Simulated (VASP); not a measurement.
# MgO (P1) in VASP: notebook

The runs below take MgO through single point, with r2SCAN.

Program: VASP 6.6.1. These are calculated values, not measurements. Logs are shortened: lines on timing, memory, paths and dates and some standing lists are left out, and cuts for length are marked.

**1. The cell of the first run**

The typed cell holds 4 atoms: a = 3.486 Å, b = 3.486 Å, c = 4.178 Å, α = 90.00°, β = 90.00°, γ = 120.00°.

**2. Single point, r2SCAN (atom 3 (O) moved by (-0.150, -0.300) A along [1 1 0] and z)**

POSCAR

```
MgO
1.0
    3.4863778627      0.0000000000      0.0000000000
   -1.7431889314      3.0192917963      0.0000000000
    0.0000000000      0.0000000000      4.1780412200
Mg O
2 2
Direct
    0.6666666667      0.3333333333      0.7500000000
    0.3333333333      0.6666666667      0.2500000000
    0.6186789650      0.2982038976      0.1781960172
    0.3333333333      0.6666666667      0.7500000000
```

INCAR.step1

```
SYSTEM = MgO
PREC = Accurate ; ENCUT = 520
ISMEAR = 1 ; SIGMA = 0.02
LREAL = .FALSE. ; LASPH = .TRUE.
NELM = 60 ; NBANDS = 16
GGA = PE ; ALGO = Normal
EDIFF = 1E-4 ; LWAVE = .TRUE.
LCHARG = .FALSE.
```

INCAR.step2

```
SYSTEM = MgO
PREC = Accurate ; ENCUT = 520
EDIFF = 1E-6 ; ISMEAR = 1
SIGMA = 0.02 ; LREAL = .FALSE.
LASPH = .TRUE. ; NELM = 60
ALGO = Normal ; ISIF = 2
LWAVE = .FALSE. ; LCHARG = .FALSE.
METAGGA = R2SCAN ; LMIXTAU = .TRUE.
NBANDS = 16 ; ISTART = 1
```

KPOINTS

```
Automatic mesh
0
G
  6 6 6
  0 0 0
```

Potentials or basis: VASP PAW PBE potentials, release 64 (Mg, O).

On the command line:

```console
$ cat potpaw_PBE.64/Mg/POTCAR potpaw_PBE.64/O/POTCAR > POTCAR
$ cp INCAR.step1 INCAR
$ mpirun -np 1 vasp_std > vasp.out
$ cp INCAR.step2 INCAR
$ mpirun -np 1 vasp_std > vasp.out
```

OUTCAR:

```text
SYSTEM = MgO
   PREC = Accurate
   ENCUT = 520
   EDIFF = 1E-6
   ISMEAR = 1
   LREAL = .FALSE.
   LASPH = .TRUE.
   NELM = 60
   ISIF = 2
   METAGGA = R2SCAN
   ISTART = 1

 ion  position               nearest neighbor table
   1  0.667  0.333  0.750-   3 1.80   4 2.01   4 2.01   4 2.01   3 2.39   2 2.90   2 2.90   2 2.90
                             2 2.90   2 2.90   2 2.90
   2  0.333  0.667  0.250-   3 1.93   3 2.00   4 2.09   4 2.09   3 2.18   1 2.90   1 2.90   1 2.90
                             1 2.90   1 2.90   1 2.90
   3  0.619  0.298  0.178-   1 1.80   2 1.93   2 2.00   2 2.18   1 2.39
   4  0.333  0.667  0.750-   1 2.01   1 2.01   1 2.01   2 2.09   2 2.09

  LATTYP: Found a hexagonal cell.
 ALAT       =     3.4863778627
 C/A-ratio  =     1.1983902447

  Lattice vectors:

 A1 = (   3.4863778627,   0.0000000000,   0.0000000000)
 A2 = (  -1.7431889314,   3.0192917963,   0.0000000000)
 A3 = (   0.0000000000,   0.0000000000,   4.1780412200)

Analysis of symmetry for initial positions (statically):
=====================================================================
 Subroutine PRICEL returns:
 Original cell was already a primitive cell.

 Routine SETGRP: Setting up the symmetry group for a
 hexagonal supercell.

 Subroutine GETGRP returns: Found  1 space group operations
 (whereof  1 operations were pure point group operations)
 out of a pool of 24 trial point group operations.

The static configuration has the point symmetry C_1 .

Analysis of symmetry for dynamics (positions and initial velocities):
=====================================================================
 Subroutine PRICEL returns:
 Original cell was already a primitive cell.

 Routine SETGRP: Setting up the symmetry group for a
 hexagonal supercell.

 Subroutine GETGRP returns: Found  1 space group operations
 (whereof  1 operations were pure point group operations)
 out of a pool of 24 trial point group operations.

The dynamic configuration has the point symmetry C_1 .

 Subroutine INISYM returns: Found  1 space group operations
 (whereof  1 operations are pure point group operations),
 and found     1 'primitive' translations

----------------------------------------------------------------------------------------

                                     Primitive cell
[... 89 lines left out ...]
   ISPIN  =      1    spin polarized calculation?
   LNONCOLLINEAR =      F non collinear calculations
   LSORBIT =      F    spin-orbit coupling
   LASPH  =      T    aspherical Exc in radial PAW
   ENCUT  =  520.0 eV  38.22 Ry    6.18 a.u.   6.48  6.48  7.77*2*pi/ulx,y,z
   NELM   =     60;   NELMIN=  2; NELMDL=  0     # of ELM steps
   EDIFF  = 0.1E-05   stopping-criterion for ELM
   LREAL  =      F    real-space projection
   EDIFFG = 0.1E-04   stopping-criterion for IOM
   NSW    =      0    number of steps for IOM
   IBRION =     -1    ionic relax: 0-MD 1-quasi-New 2-CG
   NFREE  =      0    steps in history (QN), initial steepest desc. (CG)
   ISIF   =      2    stress and relaxation
   ISYM   =      2    0-nonsym 1-usesym 2-fastsym
   POTIM  = 0.5000    time-step for ionic-motion
   TEBEG  =    0.0;   TEEND  =   0.0 temperature during run
   PSTRESS=    0.0 pullay stress
   NELECT =      16.0000    total number of electrons
   NUPDOWN=      -1.0000    fix difference up-down
   EMIN   =  10.00;   EMAX   =-10.00  energy-range for DOS
   EFERMI =   0.00;   METHOD = LEGACY
   ISMEAR =     1;   SIGMA  =   0.02  broadening in eV -4-tet -1-fermi 0-gaus
   EFERMI_NEDOS =   21; number of points for ismear=-14 and -15
   IALGO  =     38    algorithm
   IMIX   =      4    mixing-type and parameters
     AMIX     =   0.40;   BMIX     =  1.00
     AMIX_MAG =   1.60;   BMIX_MAG =  1.00
  volume/ion in A,a.u.               =      10.99        74.20
  Fermi-wavevector in a.u.,A,eV,Ry     =   1.168685  2.208494 18.583167  1.365824
  Thomas-Fermi vector in A             =   2.305168
   LORBIT       =      0    0 simple, 1 ext, 2 COOP (PROOUT), +10 PAW based schemes
   METAGGA = R2SCAN    functional components
   LHFCALC =     F    Hartree Fock is set to
   AEXX    =    0.0000 exact exchange contribution
   IVDW    =     0    specifies the selected vdW correction
   LEPSILON=     F    determine dielectric tensor
   LRPA    =     F    only Hartree local field effects (RPA)
 non-spin polarized calculation
 Methfessel and Paxton  Order N= 1 SIGMA  =   0.02
  energy-cutoff  :      520.00
  volume of cell :       43.98
 maximum number of plane-waves:      1204
 NGX is ok and might be reduce to    28
   NGX = 13   NGY = 13   NGZ = 15

 number of electron      15.9999998 magnetization

 Free energy of the ion-electron system (eV)
  ---------------------------------------------------
  ext. energy  EPLUGINS =         0.00000000
  ---------------------------------------------------
  free energy    TOTEN  =       -31.35657855 eV

  energy without entropy =      -31.35658392  energy(sigma->0) =      -31.35658034

 E-fermi :   1.5109     XC(G=0): -10.5490

 val. band max:        1.4940995431   @ k =   0.0000   0.0000   0.0000
 cond. band min:       5.5277732432   @ k =   0.0000   0.0000   0.0000
 fundamental gap:      4.0336737001
 Fermi energy:         1.5109371872

 k-point     1 :       0.0000    0.0000    0.0000
  band No.  band energies     occupation
      1     -16.3299      2.00000
      2     -14.8449      2.00000
      3      -2.0022      2.00000
      4      -0.3437      2.00000
      5      -0.0009      2.00000
      6       0.7380      2.00000
[... 433 lines left out ...]
      3      -1.8009      2.00000
      4      -0.5003      2.00000
      5      -0.2023      2.00000
      6      -0.0530      2.00000
[... 8 lines left out ...]
     15      18.0879      0.00000
     16      18.5843      0.00000

 [... further k-points ...]
[... 5 lines left out ...]
  --------------------------------------------------------------------------------------
  -------------------------------------------------------------------------------------
  Total       -0.7130542      1.1351467      3.9637153     -0.7890112     -0.2764211     -0.2294904
  in kB      -25.9765140     41.3533146    144.3978651    -28.7436220    -10.0699994     -8.3603187
  external PRESSURE =      53.2582219 kB  Pullay stress =       0.0000000 kB

 VOLUME and BASIS-vectors are now :
 -----------------------------------------------------------------------------
  energy-cutoff  :      520.00
  volume of cell :       43.98
      direct lattice vectors                 reciprocal lattice vectors
     3.486377863  0.000000000  0.000000000     0.286830642  0.165601748  0.000000000
    -1.743188931  3.019291796  0.000000000     0.000000000  0.331203497  0.000000000
     0.000000000  0.000000000  4.178041220     0.000000000  0.000000000  0.239346609

 POSITION                                       TOTAL-FORCE (eV/Angst)
 -----------------------------------------------------------------------------------
      1.74319      1.00643      3.13353        -0.054927     -0.051602     -1.977092
     -0.00000      2.01286      1.04451        -0.394347     -0.702773     -0.687532
      1.63712      0.90036      0.74451         0.644458      0.993530      4.610896
     -0.00000      2.01286      3.13353        -0.195184     -0.239156     -1.946272
 -----------------------------------------------------------------------------------
    total drift:                               -0.000593     -0.001026     -0.005884

  FREE ENERGIE OF THE ION-ELECTRON SYSTEM (eV)
  ---------------------------------------------------
  free  energy   TOTEN  =       -31.3565785471 eV

  energy  without entropy=      -31.3565839155  energy(sigma->0) =      -31.35658034
```

OUTCAR.step1:

```text
SYSTEM = MgO
   PREC = Accurate
   ENCUT = 520
   ISMEAR = 1
   LREAL = .FALSE.
   LASPH = .TRUE.
   NELM = 60
[... 687 lines left out ...]
     -0.00000      2.01286      1.04451        -0.401077     -0.708347     -0.575912
      1.63712      0.90036      0.74451         0.621814      0.968024      4.524198
     -0.00000      2.01286      3.13353        -0.187627     -0.229577     -1.865488
 -----------------------------------------------------------------------------------
    total drift:                               -0.000517     -0.000319     -0.000844

  FREE ENERGIE OF THE ION-ELECTRON SYSTEM (eV)
  ---------------------------------------------------
  free  energy   TOTEN  =       -22.9574332679 eV

  energy  without entropy=      -22.9574386364  energy(sigma->0) =      -22.95743506
```

Wall time 1.9 min (1 thread of Intel Xeon 6975P-C (Granite Rapids), shared host); peak memory 0.22 GiB.

What came out:

```yaml
Free_energy: -31.3566 eV
Pressure: 5.3 GPa
Largest_force: 4.761 eV/Å
Band_gap_on_the_k_mesh: 4.03 eV
```

Forces in eV/Å, atoms in the order of the input:
```
Mg  -0.055 -0.052 -1.977
Mg  -0.394 -0.703 -0.688
O    0.644  0.994  4.611
O   -0.195 -0.239 -1.946
```

Stress tensor (GPa, compression positive):
```
-2.60 -2.87 -0.84
-2.87  4.14 -1.01
-0.84 -1.01 14.44
```

Caveat: the cell differs from its parent crystal (atom 3 (O) moved by (-0.150, -0.300) A along [1 1 0] and z); the cell stands under pressure; the PAW data sets were made with another functional, which shifts forces and pressure a little.

**3. Single point, r2SCAN (atom 3 (O) moved by (+0.150, -0.300) A along [1 1 0] and z)**

POSCAR: that of step 2 with these lines changed.

```diff
@@ -10,3 +10,3 @@
     0.3333333333      0.6666666667      0.2500000000
-    0.6186789650      0.2982038976      0.1781960172
+    0.7146543683      0.3684627691      0.1781960172
     0.3333333333      0.6666666667      0.7500000000
```

INCAR.step1

```
SYSTEM = MgO
  ALGO = Normal
  EDIFF = 1E-4
  ENCUT = 520
  GGA = PE
  ISMEAR = 1
  LASPH = .True.
  LCHARG = .False.
  LREAL = .False.
  LWAVE = .True.
  NBANDS = 16
  NELM = 100
  PREC = Accurate
  SIGMA = 0.02
```

INCAR.step2

```
SYSTEM = MgO
  ALGO = Normal
  EDIFF = 1E-6
  ENCUT = 520
  ISIF = 2
  ISMEAR = 1
  ISTART = 1
  LASPH = .True.
  LCHARG = .True.
  LELF = .True.
  LMIXTAU = .True.
  LREAL = .False.
  LVHAR = .True.
  LWAVE = .False.
  METAGGA = R2SCAN
  NBANDS = 16
  NELM = 100
  PREC = Accurate
  SIGMA = 0.02
```

KPOINTS

```
k-points
0
Gamma
  6 6 6
  0 0 0
```

Potentials or basis: VASP PAW PBE potentials, release 64 (Mg, O).

On the command line:

```console
$ cat potpaw_PBE.64/Mg/POTCAR potpaw_PBE.64/O/POTCAR > POTCAR
$ cp INCAR.step1 INCAR
$ mpirun -np 1 vasp_std > vasp.out
$ cp INCAR.step2 INCAR
$ mpirun -np 1 vasp_std > vasp.out
```

OUTCAR:

```text
SYSTEM = MgO
   EDIFF = 1E-6
   ENCUT = 520
   ISIF = 2
   ISMEAR = 1
   ISTART = 1
   LASPH = .True.
   LREAL = .False.
   METAGGA = R2SCAN
   NELM = 100
   PREC = Accurate

 ion  position               nearest neighbor table
   1  0.667  0.333  0.750-   3 1.80   4 2.01   4 2.01   4 2.01   3 2.39   2 2.90   2 2.90   2 2.90
                             2 2.90   2 2.90   2 2.90
   2  0.333  0.667  0.250-   3 1.89   3 2.08   4 2.09   4 2.09   3 2.14   1 2.90   1 2.90   1 2.90
                             1 2.90   1 2.90   1 2.90
   3  0.715  0.368  0.178-   1 1.80   2 1.89   2 2.08   2 2.14   1 2.39
   4  0.333  0.667  0.750-   1 2.01   1 2.01   1 2.01   2 2.09   2 2.09

  LATTYP: Found a hexagonal cell.
 ALAT       =     3.4863778627
 C/A-ratio  =     1.1983902447

  Lattice vectors:

 A1 = (   3.4863778627,   0.0000000000,   0.0000000000)
 A2 = (  -1.7431889314,   3.0192917963,   0.0000000000)
 A3 = (   0.0000000000,   0.0000000000,   4.1780412200)

Analysis of symmetry for initial positions (statically):
=====================================================================
 Subroutine PRICEL returns:
 Original cell was already a primitive cell.

 Routine SETGRP: Setting up the symmetry group for a
 hexagonal supercell.

 Subroutine GETGRP returns: Found  1 space group operations
 (whereof  1 operations were pure point group operations)
 out of a pool of 24 trial point group operations.

The static configuration has the point symmetry C_1 .

Analysis of symmetry for dynamics (positions and initial velocities):
=====================================================================
 Subroutine PRICEL returns:
 Original cell was already a primitive cell.

 Routine SETGRP: Setting up the symmetry group for a
 hexagonal supercell.

[... 121 lines left out ...]
   EMIN   =  10.00;   EMAX   =-10.00  energy-range for DOS
   EFERMI =   0.00;   METHOD = LEGACY
   ISMEAR =     1;   SIGMA  =   0.02  broadening in eV -4-tet -1-fermi 0-gaus
   EFERMI_NEDOS =   21; number of points for ismear=-14 and -15
   IALGO  =     38    algorithm
   IMIX   =      4    mixing-type and parameters
     AMIX     =   0.40;   BMIX     =  1.00
     AMIX_MAG =   1.60;   BMIX_MAG =  1.00
  volume/ion in A,a.u.               =      10.99        74.20
  Fermi-wavevector in a.u.,A,eV,Ry     =   1.168685  2.208494 18.583167  1.365824
  Thomas-Fermi vector in A             =   2.305168
   LORBIT       =      0    0 simple, 1 ext, 2 COOP (PROOUT), +10 PAW based schemes
   METAGGA = R2SCAN    functional components
   LHFCALC =     F    Hartree Fock is set to
   AEXX    =    0.0000 exact exchange contribution
   IVDW    =     0    specifies the selected vdW correction
   LEPSILON=     F    determine dielectric tensor
   LRPA    =     F    only Hartree local field effects (RPA)
 non-spin polarized calculation
 Methfessel and Paxton  Order N= 1 SIGMA  =   0.02
  energy-cutoff  :      520.00
  volume of cell :       43.98
 maximum number of plane-waves:      1204
 NGX is ok and might be reduce to    28
   NGX = 13   NGY = 13   NGZ = 15

 number of electron      15.9999998 magnetization

 Free energy of the ion-electron system (eV)
  ---------------------------------------------------
  ext. energy  EPLUGINS =         0.00000000
  ---------------------------------------------------
  free energy    TOTEN  =       -31.33181840 eV

  energy without entropy =      -31.33182377  energy(sigma->0) =      -31.33182019

 E-fermi :   1.5195     XC(G=0): -10.5486

 val. band max:        1.5026769069   @ k =   0.0000   0.0000   0.0000
 cond. band min:       5.5288003415   @ k =   0.0000   0.0000   0.0000
 fundamental gap:      4.0261234346
 Fermi energy:         1.5195145511

 k-point     1 :       0.0000    0.0000    0.0000
  band No.  band energies     occupation
      1     -16.3314      2.00000
      2     -14.8449      2.00000
      3      -2.0048      2.00000
      4      -0.3372      2.00000
      5      -0.0060      2.00000
      6       0.7462      2.00000
[... 433 lines left out ...]
      3      -1.7854      2.00000
      4      -0.5127      2.00000
      5      -0.2458      2.00000
      6      -0.0211      2.00000
[... 8 lines left out ...]
     15      18.0746      0.00000
     16      18.5877      0.00000

 [... further k-points ...]
[... 5 lines left out ...]
  --------------------------------------------------------------------------------------
  -------------------------------------------------------------------------------------
  Total        1.2369120     -0.6402634      3.9770290      1.0739487      0.2786817      0.3264186
  in kB       45.0606169    -23.3247506    144.8828829     39.1238761     10.1523545     11.8914055
  external PRESSURE =      55.5395831 kB  Pullay stress =       0.0000000 kB

 VOLUME and BASIS-vectors are now :
 -----------------------------------------------------------------------------
  energy-cutoff  :      520.00
  volume of cell :       43.98
      direct lattice vectors                 reciprocal lattice vectors
     3.486377863  0.000000000  0.000000000     0.286830642  0.165601748  0.000000000
    -1.743188931  3.019291796  0.000000000     0.000000000  0.331203497  0.000000000
     0.000000000  0.000000000  4.178041220     0.000000000  0.000000000  0.239346609

 POSITION                                       TOTAL-FORCE (eV/Angst)
 -----------------------------------------------------------------------------------
      1.74319      1.00643      3.13353         0.048676      0.051974     -1.976461
     -0.00000      2.01286      1.04451         1.019500      0.708432     -0.664765
      1.84925      1.11250      0.74451        -1.351755     -0.999916      4.590960
     -0.00000      2.01286      3.13353         0.283579      0.239510     -1.949734
 -----------------------------------------------------------------------------------
    total drift:                                0.000353      0.000126     -0.005527

  FREE ENERGIE OF THE ION-ELECTRON SYSTEM (eV)
  ---------------------------------------------------
  free  energy   TOTEN  =       -31.3318184033 eV

  energy  without entropy=      -31.3318237717  energy(sigma->0) =      -31.33182019
```

OSZICAR.step1:

```text
N       E                     dE             d eps       ncg     rms          rms(c)
DAV:   1     0.632645288123E+02    0.63265E+02   -0.76358E+03  3592   0.895E+02
DAV:   2    -0.233839737876E+02   -0.86649E+02   -0.79129E+02  5024   0.199E+02
DAV:   3    -0.273227406642E+02   -0.39388E+01   -0.39282E+01  4064   0.441E+01
DAV:   4    -0.273389914222E+02   -0.16251E-01   -0.16256E-01  4440   0.329E+00
DAV:   5    -0.273390783416E+02   -0.86919E-04   -0.81445E-04  4224   0.223E-01    0.117E+01
DAV:   6    -0.230165401310E+02    0.43225E+01   -0.11206E+01  4080   0.259E+01    0.366E+00
DAV:   7    -0.229569058332E+02    0.59634E-01   -0.16966E-01  3800   0.333E+00    0.217E+00
DAV:   8    -0.229351404466E+02    0.21765E-01   -0.11068E-01  4472   0.346E+00    0.510E-01
DAV:   9    -0.229320369712E+02    0.31035E-02   -0.96631E-03  4088   0.863E-01    0.120E-01
DAV:  10    -0.229328602640E+02   -0.82329E-03   -0.13522E-03  3816   0.280E-01    0.712E-02
DAV:  11    -0.229328790010E+02   -0.18737E-04   -0.17537E-04  2952   0.126E-01
   1 F= -.22932879E+02 E0= -.22932881E+02  d E =0.536843E-05
```

It took 2.1 min on 1 thread of Intel Xeon 6975P-C (Granite Rapids), shared host; peak memory 0.22 GiB.

Results:

```
Free energy            : -31.3318 eV
Pressure               : 5.6 GPa
Largest force          : 4.889 eV/Å
Band gap on the k mesh : 4.03 eV
```

Forces in eV/Å, atoms in the order of the input:
```
Mg   0.049  0.052 -1.976
Mg   1.020  0.708 -0.665
O   -1.352 -1.000  4.591
O    0.284  0.240 -1.950
```

Stress tensor (GPa, compression positive):
```
 4.51  3.91  1.19
 3.91 -2.33  1.02
 1.19  1.02 14.49
```

Levels at points of the mesh, in eV from the valence-band top:
```
           k point  band 5  band 6  band 7  band 8  band 9  band 10  band 11  band 12
(0.00, 0.00, 0.00)   -1.51   -0.76   -0.56    0.00    4.03    10.52    12.67    13.16
(0.50, 0.00, 0.00)   -2.24   -1.66   -1.40   -0.31    7.31     9.49    10.82    13.50
(0.00, 0.50, 0.00)   -2.35   -1.60   -0.93   -0.33    7.73     9.58    10.20    13.41
(0.50, 0.50, 0.00)   -2.29   -1.65   -1.06   -0.34    7.64     9.53    10.32    13.45
(0.00, 0.00, 0.50)   -1.54   -1.32   -0.95   -0.89    6.73     7.44    13.75    13.91
(0.50, 0.00, 0.50)   -1.75   -1.00   -0.69   -0.31    7.39     8.33    11.12    13.58
(0.00, 0.50, 0.50)   -1.87   -1.13   -0.79   -0.71    7.44     8.78    11.79    13.55
(0.50, 0.50, 0.50)   -1.83   -1.15   -0.71   -0.59    7.42     8.62    11.62    13.41
```

Caveat: the cell differs from its parent crystal (atom 3 (O) moved by (+0.150, -0.300) A along [1 1 0] and z); the cell stands under pressure; the PAW data sets were made with another functional, which shifts forces and pressure a little.

[end of part 1 of 2]
